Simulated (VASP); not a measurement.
# InSb3 (Fm-3m) in VASP: further runs

Runs on InSb3. Level: PBEsol+D3(BJ). Tasks: single point.

Program: VASP 6.6.1. These are calculated values, not measurements. Logs are shortened: lines on timing, memory, paths and dates and some standing lists are left out, and cuts for length are marked.

**1. The cell of the first run**

It takes space group Fm-3m (No. 225, cubic). The conventional cell has a = 7.019 Å, b = 7.019 Å, c = 7.019 Å, α = 90.00°, β = 90.00°, γ = 90.00°. Within 4.0 Å of In (site symmetry m-3m) lie 14 Sb at 3.04 to 3.51 Å. Sb (site symmetry -43m) has 4 In at 3.04 Å and 10 Sb at 3.04 to 3.51 Å within 4.0 Å. Within 4.0 Å of Sb (site symmetry m-3m) lie 8 Sb at 3.04 Å and 6 In at 3.51 Å.

**2. Single point, PBEsol+D3(BJ) (21.61 Å³/atom)**

File INCAR:

```
  PREC = Accurate
  ENCUT = 500
  EDIFF = 1E-6
  ISMEAR = 0
  SIGMA = 0.1
  LREAL = False
  LASPH = True
  NELM = 120
  ALGO = Normal
  ISIF = 2
  LWAVE = False
  LCHARG = False
  GGA = PS
  IVDW = 12
  NBANDS = 22
  GGA_COMPAT = False
```

File KPOINTS:

```
Automatic mesh
0
Gamma
  10 10 10
```

File POSCAR:

```
InSb3
1.0
    0.0000000000      3.5092995371      3.5092995371
    3.5092995371      0.0000000000      3.5092995371
    3.5092995371      3.5092995371      0.0000000000
In Sb
1 3
Direct
    0.0000000000      0.0000000000      0.0000000000
    0.2500000000      0.2500000000      0.2500000000
    0.7500000000      0.7500000000      0.7500000000
    0.5000000000      0.5000000000      0.5000000000
```

Potentials or basis: VASP PAW PBE potentials, release 64 (In_d, Sb).

Started as:

```bash
cat potpaw_PBE.64/In_d/POTCAR potpaw_PBE.64/Sb/POTCAR > POTCAR
mpirun -np 1 vasp_std > vasp.out
```

OUTCAR:

```text
PREC = Accurate
   ENCUT = 500
   EDIFF = 1E-6
   ISMEAR = 0
   LREAL = False
   LASPH = True
   NELM = 120
   ISIF = 2
   GGA = PS
   IVDW = 12
 IVDW          = 12

 ion  position               nearest neighbor table
   1  0.000  0.000  0.000-   3 3.04   3 3.04   3 3.04   2 3.04   3 3.04   2 3.04   2 3.04   2 3.04
                             4 3.51   4 3.51   4 3.51   4 3.51   4 3.51   4 3.51
   2  0.250  0.250  0.250-   1 3.04   1 3.04   1 3.04   1 3.04   4 3.04   4 3.04   4 3.04   4 3.04
                             3 3.51   3 3.51   3 3.51   3 3.51   3 3.51   3 3.51
   3  0.750  0.750  0.750-   4 3.04   4 3.04   4 3.04   1 3.04   4 3.04   1 3.04   1 3.04   1 3.04
                             2 3.51   2 3.51   2 3.51   2 3.51   2 3.51   2 3.51
   4  0.500  0.500  0.500-   2 3.04   2 3.04   2 3.04   2 3.04   3 3.04   3 3.04   3 3.04   3 3.04
                             1 3.51   1 3.51   1 3.51   1 3.51   1 3.51   1 3.51

  LATTYP: Found a face centered cubic cell.
 ALAT       =     7.0185990742

  Lattice vectors:

 A1 = (   0.0000000000,   3.5092995371,   3.5092995371)
 A2 = (   3.5092995371,   0.0000000000,   3.5092995371)
 A3 = (   3.5092995371,   3.5092995371,   0.0000000000)

Analysis of symmetry for initial positions (statically):
=====================================================================
 Subroutine PRICEL returns:
 Original cell was already a primitive cell.

 Routine SETGRP: Setting up the symmetry group for a
 face centered cubic supercell.

 Subroutine GETGRP returns: Found 48 space group operations
 (whereof 48 operations were pure point group operations)
 out of a pool of 48 trial point group operations.

The static configuration has the point symmetry O_h .

Analysis of symmetry for dynamics (positions and initial velocities):
=====================================================================
 Subroutine PRICEL returns:
 Original cell was already a primitive cell.

 Routine SETGRP: Setting up the symmetry group for a
 face centered cubic supercell.

 Subroutine GETGRP returns: Found 48 space group operations
 (whereof 48 operations were pure point group operations)
 out of a pool of 48 trial point group operations.

The dynamic configuration has the point symmetry O_h .

 Subroutine INISYM returns: Found 48 space group operations
 (whereof 48 operations are pure point group operations),
 and found     1 'primitive' translations

----------------------------------------------------------------------------------------

                                     Primitive cell

  volume of cell :      86.4353

  direct lattice vectors                    reciprocal lattice vectors
     0.000000000  3.509299537  3.509299537    -0.142478576  0.142478576  0.142478576
     3.509299537  0.000000000  3.509299537     0.142478576 -0.142478576  0.142478576
     3.509299537  3.509299537  0.000000000     0.142478576  0.142478576 -0.142478576

  length of vectors
     4.962899000  4.962899000  4.962899000     0.246780132  0.246780132  0.246780132

  position of ions in fractional coordinates (direct lattice)
     0.000000000  0.000000000  0.000000000
     0.250000000  0.250000000  0.250000000
     0.750000000  0.750000000  0.750000000
     0.500000000  0.500000000  0.500000000

  ion indices of the primitive-cell ions
   primitive index   ion index
                 1           1
                 2           2
                 3           3
                 4           4

----------------------------------------------------------------------------------------

 KPOINTS: Automatic mesh

Automatic generation of k-mesh.
 Grid dimensions read from file:
 generate k-points for:   10   10   10

 Generating k-lattice:

  Cartesian coordinates                     Fractional coordinates (reciprocal lattice)
    -0.014247858  0.014247858  0.014247858     0.100000000  0.000000000  0.000000000
     0.014247858 -0.014247858  0.014247858     0.000000000  0.100000000  0.000000000
     0.014247858  0.014247858 -0.014247858     0.000000000  0.000000000  0.100000000

  Length of vectors
     0.024678013  0.024678013  0.024678013

  Shift w.r.t. Gamma in fractional coordinates (k-lattice)
     0.000000000  0.000000000  0.000000000

 Subroutine IBZKPT returns following result:
 ===========================================

 Found     47 irreducible k-points:

 Following reciprocal coordinates:
            Coordinates               Weight
  0.000000  0.000000  0.000000      1.000000
  0.100000  0.000000  0.000000      8.000000
  0.200000  0.000000  0.000000      8.000000
  0.300000  0.000000  0.000000      8.000000
  0.400000  0.000000  0.000000      8.000000
  0.500000  0.000000  0.000000      4.000000
[... 16 lines left out ...]
  0.300000  0.300000  0.000000      6.000000
  0.400000  0.300000  0.000000     24.000000
 [... further k-points ...]
   k-points           NKPTS =     47   k-points in BZ     NKDIM =     47   number of bands    NBANDS=     22
   number of dos      NEDOS =    301   number of ions     NIONS =      4
   total plane-waves  NPLWV =  46656
   dimension x,y,z NGX =    36 NGY =   36 NGZ =   36
   dimension x,y,z NGXF=    72 NGYF=   72 NGZF=   72
   ions per type =               1   3
   NGX,Y,Z   is equivalent  to a cutoff of  12.06, 12.06, 12.06 a.u.
   NGXF,Y,Z  is equivalent  to a cutoff of  24.12, 24.12, 24.12 a.u.
 SYSTEM =  unknown system
   PREC   = accura    normal or accurate (medium, high low for compatibility)
   ISTART =      0    job   : 0-new  1-cont  2-samecut
   ICHARG =      2    charge: 1-file 2-atom 10-const
   ISPIN  =      1    spin polarized calculation?
   LNONCOLLINEAR =      F non collinear calculations
   LSORBIT =      F    spin-orbit coupling
   LASPH  =      T    aspherical Exc in radial PAW
   ENCUT  =  500.0 eV  36.75 Ry    6.06 a.u.   9.05  9.05  9.05*2*pi/ulx,y,z
   NELM   =    120;   NELMIN=  2; NELMDL= -5     # of ELM steps
   EDIFF  = 0.1E-05   stopping-criterion for ELM
   LREAL  =      F    real-space projection
   EDIFFG = 0.1E-04   stopping-criterion for IOM
   NSW    =      0    number of steps for IOM
   IBRION =     -1    ionic relax: 0-MD 1-quasi-New 2-CG
   NFREE  =      0    steps in history (QN), initial steepest desc. (CG)
   ISIF   =      2    stress and relaxation
   ISYM   =      2    0-nonsym 1-usesym 2-fastsym
   POTIM  = 0.5000    time-step for ionic-motion
   TEBEG  =    0.0;   TEEND  =   0.0 temperature during run
   PSTRESS=    0.0 pullay stress
   NELECT =      28.0000    total number of electrons
   NUPDOWN=      -1.0000    fix difference up-down
   EMIN   =  10.00;   EMAX   =-10.00  energy-range for DOS
   EFERMI =   0.00;   METHOD = LEGACY
   ISMEAR =     0;   SIGMA  =   0.10  broadening in eV -4-tet -1-fermi 0-gaus
   EFERMI_NEDOS =   21; number of points for ismear=-14 and -15
   IALGO  =     38    algorithm
   IMIX   =      4    mixing-type and parameters
     AMIX     =   0.40;   BMIX     =  1.00
     AMIX_MAG =   1.60;   BMIX_MAG =  1.00
  volume/ion in A,a.u.               =      21.61       145.82
  Fermi-wavevector in a.u.,A,eV,Ry     =   1.124338  2.124692 17.199628  1.264137
  Thomas-Fermi vector in A             =   2.261010
   LORBIT       =      0    0 simple, 1 ext, 2 COOP (PROOUT), +10 PAW based schemes
   GGA     = PS    functional components
   LHFCALC =     F    Hartree Fock is set to
   AEXX    =    0.0000 exact exchange contribution
   IVDW    =    12    specifies the selected vdW correction
   LEPSILON=     F    determine dielectric tensor
   LRPA    =     F    only Hartree local field effects (RPA)
 non-spin polarized calculation
 Gauss-broadening in eV      SIGMA  =   0.10
  energy-cutoff  :      500.00
  volume of cell :       86.44
 maximum number of plane-waves:      2210
   NGX = 19   NGY = 19   NGZ = 19

 number of electron      28.0000012 magnetization

 Free energy of the ion-electron system (eV)
  ---------------------------------------------------
  ext. energy  EPLUGINS =         0.00000000
  ---------------------------------------------------
  free energy    TOTEN  =       -15.40578440 eV

  energy without entropy =      -15.39901439  energy(sigma->0) =      -15.40239939

 E-fermi :  10.9517     XC(G=0): -11.3244

 val. band max:       10.9479569836   @ k =   0.3000   0.3000   0.0000
 cond. band min:      10.9580752040   @ k =   0.3000   0.2000   0.0000
 fundamental gap:      0.0101182203
 Fermi energy:        10.9516905252

 k-point     1 :       0.0000    0.0000    0.0000
  band No.  band energies     occupation
      1      -3.6619      2.00000
      2      -3.6619      2.00000
      3      -3.6619      2.00000
      4      -3.5872      2.00000
      5      -3.5872      2.00000
      6      -3.1167      2.00000
[... 14 lines left out ...]
     21      19.9254      0.00000
     22      19.9254      0.00000

 k-point     2 :       0.1000    0.0000    0.0000
  band No.  band energies     occupation
      1      -3.6664      2.00000
      2      -3.6600      2.00000
      3      -3.6600      2.00000
      4      -3.5880      2.00000
      5      -3.5880      2.00000
      6      -3.0230      2.00000
[... 14 lines left out ...]
     21      18.9685      0.00000
     22      19.5801      0.00000

 k-point     3 :       0.2000    0.0000    0.0000
  band No.  band energies     occupation
      1      -3.6803      2.00000
      2      -3.6555      2.00000
      3      -3.6555      2.00000
      4      -3.5897      2.00000
      5      -3.5897      2.00000
      6      -2.7402      2.00000
[... 14 lines left out ...]
     21      17.1673      0.00000
     22      18.4400      0.00000
[... 476 lines left out ...]
 k-point    23 :       0.3000    0.3000    0.0000
  band No.  band energies     occupation
      1      -3.7098      2.00000
      2      -3.6380      2.00000
      3      -3.6380      2.00000
      4      -3.6214      2.00000
      5      -3.5827      2.00000
      6      -1.9883      2.00000
[... 14 lines left out ...]
     21      16.1414      0.00000
     22      16.1414      0.00000

 k-point    24 :       0.4000    0.3000    0.0000
  band No.  band energies     occupation
      1      -3.7172      2.00000
      2      -3.6376      2.00000
      3      -3.6331      2.00000
      4      -3.6279      2.00000
      5      -3.5827      2.00000
      6      -1.5257      2.00000
[... 14 lines left out ...]
     21      15.7810      0.00000
     22      16.4549      0.00000

 [... further k-points ...]

------------------------ aborting loop because EDIFF is reached ----------------------------------------

 Edisp (eV)   -2.33736

 E8    (eV) :    -1.6258

  FORCE on cell =-STRESS in cart. coord.  units (eV):
  Direction    XX          YY          ZZ          XY          YZ          ZX
  --------------------------------------------------------------------------------------
  -------------------------------------------------------------------------------------
  Total       6.80004     6.80004     6.80004    -0.00000    -0.00000     0.00000
  in kB     126.04640   126.04640   126.04640    -0.00000    -0.00000     0.00000
  external pressure =      126.05 kB  Pullay stress =        0.00 kB

 VOLUME and BASIS-vectors are now :
 -----------------------------------------------------------------------------
  energy-cutoff  :      500.00
  volume of cell :       86.44
      direct lattice vectors                 reciprocal lattice vectors
     0.000000000  3.509299537  3.509299537    -0.142478576  0.142478576  0.142478576
     3.509299537  0.000000000  3.509299537     0.142478576 -0.142478576  0.142478576
     3.509299537  3.509299537  0.000000000     0.142478576  0.142478576 -0.142478576

 POSITION                                       TOTAL-FORCE (eV/Angst)
 -----------------------------------------------------------------------------------
      0.00000      0.00000      0.00000         0.000000      0.000000      0.000000
      1.75465      1.75465      1.75465        -0.000000      0.000000     -0.000000
      5.26395      5.26395      5.26395        -0.000000     -0.000000     -0.000000
      3.50930      3.50930      3.50930         0.000000      0.000000      0.000000
 -----------------------------------------------------------------------------------
    total drift:                               -0.000000      0.000000      0.000000

  FREE ENERGIE OF THE ION-ELECTRON SYSTEM (eV)
  ---------------------------------------------------
  free  energy   TOTEN  =       -17.7431427381 eV

  energy  without entropy=      -17.7363727314  energy(sigma->0) =      -17.73975773
```

Wall time 69 s (1 thread of Intel Xeon 8259CL, shared host); peak memory 0.26 GiB.

What came out:

| Item | Value |
| --- | --- |
| Free energy | -17.7431 eV |
| Pressure | 12.6 GPa |
| Band gap on the k mesh | zero (bands 14 and 15 overlap by 3.65 eV) |
| Dispersion energy per atom | -0.584 eV |

Caveat: the cell stands under pressure; the PAW data sets were made with another functional, which shifts forces and pressure a little; spin-orbit coupling is left out, which moves the levels of the heavy elements.

**3. Single point, PBEsol+D3(BJ) (22.35 Å³/atom)**

This run uses another cell than the first one, of 22.35 Å³/atom.

File INCAR:

```
ALGO = Normal ; EDIFF = 1E-6
ENCUT = 500 ; GGA = PS
GGA_COMPAT = F ; ISIF = 2
ISMEAR = 0 ; IVDW = 12
LASPH = T ; LCHARG = F
LREAL = F ; LWAVE = F
NBANDS = 22 ; NELM = 120
PREC = Accurate ; SIGMA = 0.1
```

File KPOINTS:

```
k-points
0
Gamma
  10 10 10
```

File POSCAR:

```
InSb3
1.0
    0.0000000000      3.5487331696      3.5487331696
    3.5487331696      0.0000000000      3.5487331696
    3.5487331696      3.5487331696      0.0000000000
In Sb
1 3
Direct
    0.0000000000      0.0000000000      0.0000000000
    0.2500000000      0.2500000000      0.2500000000
    0.7500000000      0.7500000000      0.7500000000
    0.5000000000      0.5000000000      0.5000000000
```

Potentials or basis: VASP PAW PBE potentials, release 64 (In_d, Sb).

Started as:

```bash
cat potpaw_PBE.64/In_d/POTCAR potpaw_PBE.64/Sb/POTCAR > POTCAR
mpirun -np 1 vasp_std > vasp.out
```

Wall time 2.1 min (1 thread of Intel Xeon 8259CL, shared host); peak memory 0.29 GiB.

It converged, with:

- Free energy: -17.9377 eV
- Pressure: 8.6 GPa
- Band gap on the k mesh: zero (bands 14 and 15 overlap by 3.51 eV)
- Dispersion energy per atom: -0.564 eV

Levels at points of the mesh, in eV from the Fermi level:
```
           k point  band 12  band 13  band 14  band 15  band 16  band 17
(0.00, 0.00, 0.00)    -2.92    -2.92    -2.92    -1.38    -0.99    -0.99
(0.50, 0.00, 0.00)    -3.29    -3.29     0.28     0.47     2.34     2.34
(0.50, 0.50, 0.00)     1.16     1.27     1.27     2.22     2.22     2.26
```

Caveat: the cell stands under pressure; the PAW data sets were made with another functional, which shifts forces and pressure a little; spin-orbit coupling is left out, which moves the levels of the heavy elements.

**4. Single point, PBEsol+D3(BJ) (23.08 Å³/atom)**

This run uses another cell than the first one, of 23.08 Å³/atom.

File INCAR:

```
SYSTEM = InSb3
PREC = Accurate
ENCUT = 500
EDIFF = 1E-6
ISMEAR = 0
SIGMA = 0.1
LREAL = .False.
LASPH = .True.
NELM = 120
ALGO = Normal
ISIF = 2
LWAVE = .False.
LCHARG = .False.
GGA = PS
IVDW = 12
NBANDS = 22
GGA_COMPAT = .False.
```

File KPOINTS:

```
regular mesh
0
Gamma
  10 10 10
  0 0 0
```

File POSCAR:

```
InSb3
1.0
    0.0000000000      3.5873093785      3.5873093785
    3.5873093785      0.0000000000      3.5873093785
    3.5873093785      3.5873093785      0.0000000000
In Sb
1 3
Direct
    0.0000000000      0.0000000000      0.0000000000
    0.2500000000      0.2500000000      0.2500000000
    0.7500000000      0.7500000000      0.7500000000
    0.5000000000      0.5000000000      0.5000000000
```

Started as:

```bash
cat potpaw_PBE.64/In_d/POTCAR potpaw_PBE.64/Sb/POTCAR > POTCAR
mpirun -np 1 vasp_std > vasp.out
```

Wall time 2.4 min (1 thread of Intel Xeon 8259CL, shared host); peak memory 0.3 GiB.

It converged, with:

```
Free energy                : -18.0648 eV
Pressure                   : 5.2 GPa
Band gap on the k mesh     : zero (bands 14 and 15 overlap by 3.38 eV)
Dispersion energy per atom : -0.546 eV
```

Levels at points of the mesh, in eV from the Fermi level:
| k point | band 10 | band 11 | band 12 | band 13 | band 14 | band 15 | band 16 | band 17 | band 18 | band 19 |
| --- | --- | --- | --- | --- | --- | --- | --- | --- | --- | --- |
| (0.00, 0.00, 0.00) | -2.92 | -2.92 | -2.82 | -2.82 | -2.82 | -1.56 | -0.94 | -0.94 | -0.94 | 3.34 |
| (0.50, 0.00, 0.00) | -4.01 | -4.01 | -3.17 | -3.17 | 0.18 | 0.37 | 2.27 | 2.27 | 3.18 | 3.18 |
| (0.50, 0.50, 0.00) | -6.01 | -6.01 | 1.01 | 1.21 | 1.21 | 2.08 | 2.16 | 2.16 | 2.23 | 4.79 |

Caveat: the cell stands under pressure; the PAW data sets were made with another functional, which shifts forces and pressure a little; spin-orbit coupling is left out, which moves the levels of the heavy elements.

[end of part 1 of 2]
